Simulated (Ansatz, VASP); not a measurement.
## Cr in VASP and in Ansatz

INCAR

```
SYSTEM = Cr
AGGAC = 1.0 ; AGGAX = 1.0
ALDAC = 0.0 ; ALDAX = 1.0
ALGO = Normal ; EDIFF = 1E-6
ENCUT = 500 ; GGA = B5
GGA_COMPAT = .False. ; ISIF = 2
ISMEAR = -1 ; LASPH = .True.
LCHARG = .True. ; LELF = .True.
LREAL = .False. ; LVHAR = .True.
LWAVE = .False. ; NBANDS = 12
NELM = 120 ; PREC = Accurate
SIGMA = 0.1
```

The input KPOINTS:

```
k-points
0
Gamma
  17 17 17
  0 0 0
```

Contents of POSCAR:

```
Cr
1.0
    0.0000000000      1.8555291162      1.8555291162
    1.8555291162      0.0000000000      1.8555291162
    1.8555291162      1.8555291162      0.0000000000
Cr
1
Direct
    0.0000000000      0.0000000000      0.0000000000
```

Input for Ansatz:

```yaml
crystal:
  lattice:
    - [0.0, 1.8555291162, 1.8555291162]
    - [1.8555291162, 0.0, 1.8555291162]
    - [1.8555291162, 1.8555291162, 0.0]
  atoms:
    - { symbol: Cr, position: [0.0, 0.0, 0.0] }
hamiltonian:
  xc: blyp
  pseudopotentials:
    kind: paw
    azcp:
      Cr: "pseudopotentials/Cr.paw.azcp"
basis:
  ecutwfc: 420
  fft_grid_basis: typed
kpoints:
  mp_grid: { grid: [17, 17, 17], shift: [0, 0, 0] }
magnetization:
  spin_polarized: false
scf:
  occupations: { method: fermi_dirac, width: 0.1 }
  lower_state_search: "off"
output:
  stress: true
```

Alike in both runs: task single point; functional BLYP; k mesh 17 × 17 × 17; occupations fermi-dirac, width 0.1 eV; no spin polarisation.

```csv
,VASP,Ansatz
version,VASP 6.6.1,Ansatz 0.2.0
potentials or method,"VASP PAW PBE potentials, release 64 (Cr_pv), cutoff 500 eV","plane waves (420 eV) with PAW, scalar-relativistic"
valence electrons in the cell,12,14
```

```tsv
	VASP	Ansatz	Ansatz less VASP
pressure (GPa)	-8.0	-7.8	+0.20
```

VASP's potentials were made for PBE, not for BLYP. VASP's potentials hold 12 valence electrons a cell and Ansatz's 14, so a difference there can come from the potentials and not from the codes.
